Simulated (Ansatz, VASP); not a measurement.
## Two plane-wave programs on Ce

Contents of INCAR:

```
SYSTEM = Ce
PREC = Accurate
ENCUT = 520
EDIFF = 1E-6
ISMEAR = -1
SIGMA = 0.1
LREAL = .False.
LASPH = .True.
NELM = 100
ALGO = Normal
ISIF = 2
LWAVE = .False.
LCHARG = .False.
NBANDS = 12
```

KPOINTS

```
Automatic mesh
0
Gamma
  16 16 16
  0 0 0
```

File POSCAR:

```
Ce
1.0
    0.0000000000      2.2649298204      2.2649298204
    2.2649298204      0.0000000000      2.2649298204
    2.2649298204      2.2649298204      0.0000000000
Ce
1
Direct
    0.0000000000      0.0000000000      0.0000000000
```

Input for Ansatz:

```yaml
crystal:
  lattice:
    - [0.0, 2.2649298204, 2.2649298204]
    - [2.2649298204, 0.0, 2.2649298204]
    - [2.2649298204, 2.2649298204, 0.0]
  atoms:
    - { symbol: Ce, position: [0.0, 0.0, 0.0] }
hamiltonian:
  xc: lda
  pseudopotentials:
    kind: paw
    azcp:
      Ce: "pseudopotentials/Ce.paw.azcp"
basis:
  ecutwfc: 420
  fft_grid_basis: typed
kpoints:
  mp_grid: { grid: [16, 16, 16], shift: [0, 0, 0] }
magnetization:
  spin_polarized: false
scf:
  occupations: { method: fermi_dirac, width: 0.1 }
output:
  stress: true
```

Alike in both runs: task single point; functional LDA; k mesh 16 × 16 × 16; occupations fermi-dirac, width 0.1 eV; no spin polarisation.

|  | VASP | Ansatz |
| --- | --- | --- |
| version | VASP 6.6.1 | Ansatz 0.2.0 |
| potentials or method | VASP PAW LDA potentials, release 64 (Ce), cutoff 520 eV | plane waves (420 eV) with PAW, scalar-relativistic |
| valence electrons in the cell | 12 | 12 |

Ansatz gave:

* pressure (GPa): -0.1

Estimate VASP's values.

pressure (GPa): -0.6.

Ansatz warns that its potentials were made for another functional, while VASP's fit it. LDA's correlation is that of Perdew and Zunger in VASP and of Perdew and Wang (1992) in Ansatz.

Spin-orbit coupling is off throughout.
